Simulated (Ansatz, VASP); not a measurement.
## One calculation of Mg, two programs

INCAR

```
SYSTEM = Mg
PREC = Accurate
ENCUT = 520
EDIFF = 1E-6
ISMEAR = -1
SIGMA = 0.1
LREAL = .False.
LASPH = .True.
NELM = 80
ALGO = Normal
ISIF = 2
LWAVE = .False.
LCHARG = .True.
GGA = RP
LELF = .True.
LVHAR = .True.
NBANDS = 12
```

Contents of KPOINTS:

```
regular mesh
0
Gamma
  13 13 4
  0 0 0
```

The input POSCAR:

```
Mg
1.0
    3.1429655099      0.0000000000      0.0000000000
   -1.5714827549      2.7218879748      0.0000000000
    0.0000000000      0.0000000000     10.2242293087
Mg
4
Direct
    0.0000000000      1.0000000000      1.0000000000
    0.0000000000      0.0000000000      0.5000000000
    0.3333333333      0.6666666667      0.2500000000
    0.6666666667      0.3333333333      0.7500000000
```

Input for Ansatz:

```yaml
crystal:
  lattice:
    - [3.1429655099, 0.0, 0.0]
    - [-1.5714827549, 2.7218879748, 0.0]
    - [0.0, 0.0, 10.2242293087]
  atoms:
    - { symbol: Mg, position: [0.0, 1.0, 1.0] }
    - { symbol: Mg, position: [0.0, 0.0, 0.5] }
    - { symbol: Mg, position: [0.3333333333, 0.6666666667, 0.25] }
    - { symbol: Mg, position: [0.6666666667, 0.3333333333, 0.75] }
hamiltonian:
  xc: rpbe
  pseudopotentials:
    kind: paw
    azcp:
      Mg: "pseudopotentials/Mg.paw.azcp"
basis:
  ecutwfc: 420
  fft_grid_basis: typed
kpoints:
  mp_grid: { grid: [13, 13, 4], shift: [0, 0, 0] }
magnetization:
  spin_polarized: false
scf:
  occupations: { method: fermi_dirac, width: 0.1 }
  lower_state_search: "off"
output:
  stress: true
```

Alike in both runs: task single point; functional RPBE; k mesh 13 × 13 × 4; occupations fermi-dirac, width 0.1 eV; no spin polarisation.

|  | VASP | Ansatz |
| --- | --- | --- |
| version | VASP 6.6.1 | Ansatz 0.2.0 |
| potentials or method | VASP PAW PBE potentials, release 64 (Mg), cutoff 520 eV | plane waves (420 eV) with PAW, scalar-relativistic |
| valence electrons in the cell | 8 | 40 |

|  | VASP | Ansatz | Ansatz less VASP |
| --- | --- | --- | --- |
| pressure (GPa) | 3.2 | 3.4 | +0.21 |
| traceless stress, the component that is largest in VASP (GPa) | -0.08 | -0.08 | -0.001 |

VASP's potentials were made for PBE, not for RPBE. With one functional, cell and mesh, what is left measures potentials, basis and numerics. VASP's potentials hold 8 valence electrons a cell and Ansatz's 40, so a difference there can come from the potentials and not from the codes.
